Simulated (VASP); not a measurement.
# BiB: relaxation of cell and atoms with r2SCAN

BiB:

```
B Bi
1.0
     4.19809    0.00000    0.00000
    -2.09904    3.63565    0.00000
     0.00000    0.00000    5.56702
B Bi
2 2
Cartesian
  0.0000 2.4238 1.3918
  2.0990 1.2119 4.1753
  2.0990 1.2119 1.3918
  0.0000 2.4238 4.1753
```

* Program: VASP 6.6.1
* Task: relaxation of cell and atoms
* Functional: r2SCAN
* Potentials or basis: VASP PAW PBE potentials, release 64 (B, Bi_d)
* Cutoff: 600 eV
* k mesh: 6 × 6 × 4
* Occupations: fermi-dirac, width 0.02 eV
* Spin: no spin polarisation
* Dipole correction: no
* Further INCAR settings: ALGO = Normal; EDIFF = 1e-07; IBRION = 2; EDIFFG = -0.005; NSW = 80; ISIF = 3

The relaxed volume is 20.97 Å³/atom. The relaxed cell is a = 4.162 Å, b = 4.162 Å, c = 5.592 Å, α = 90.00°, β = 90.00°, γ = 120.00° and the space group after relaxing (to 0.1 Å) is P6_3/mmc (No. 194). The energy gained by relaxing is 2.4 meV/atom. The ionic steps are 8, the pressure after relaxing is 0.0 GPa and the band gap on the k mesh is zero (bands 18 and 19 overlap by 2.17 eV).

The path:
```
step  energy change (eV)  largest force (eV/Å)  pressure (GPa)  volume (Å³)
   1              0.0000                0.0000           -0.97        84.97
   2             -0.0085                0.0000            0.44        83.38
   3             -0.0094                0.0000            0.10        83.75
   4             -0.0094                0.0000            0.11        83.72
   5             -0.0094                0.0000            0.01        83.86
   6             -0.0094                0.0000            0.02        83.84
   7             -0.0094                0.0000            0.02        83.84
   8             -0.0094                0.0000            0.00        83.88
```

Final structure:
```xyz
4
Lattice="4.1616 0.0000 0.0000 -2.0808 3.6040 0.0000 0.0000 0.0000 5.5924" Properties=species:S:1:pos:R:3 pbc="T T T"
B     0.0000    2.4027    1.3981
B     2.0808    1.2013    4.1943
Bi    2.0808    1.2013    1.3981
Bi    0.0000    2.4027    4.1943
```

Levels at points of the mesh, in eV from the Fermi level:
| k point | band 15 | band 16 | band 17 | band 18 | band 19 | band 20 | band 21 | band 22 |
| --- | --- | --- | --- | --- | --- | --- | --- | --- |
| (0.00, 0.00, 0.00) | -2.54 | -2.54 | -0.31 | -0.31 | 0.31 | 0.85 | 2.45 | 2.45 |
| (0.50, 0.00, 0.00) | -4.22 | -4.18 | -2.27 | -1.82 | -0.95 | 2.30 | 4.95 | 6.78 |
| (0.00, 0.00, 0.50) | -1.57 | -1.57 | -1.57 | -1.57 | -1.29 | -1.29 | 3.42 | 3.42 |
| (0.50, 0.00, 0.50) | -3.16 | -3.16 | -0.07 | -0.07 | 0.41 | 0.41 | 2.51 | 2.51 |

Run time: 11 min on 1 thread of AMD EPYC 9R45 96-Core Processor (Zen 5) (shared host), peak memory 0.26 GiB.

Caveat: the PAW data sets were made with another functional, which shifts forces and pressure a little; spin-orbit coupling is left out, which moves the levels of the heavy elements.
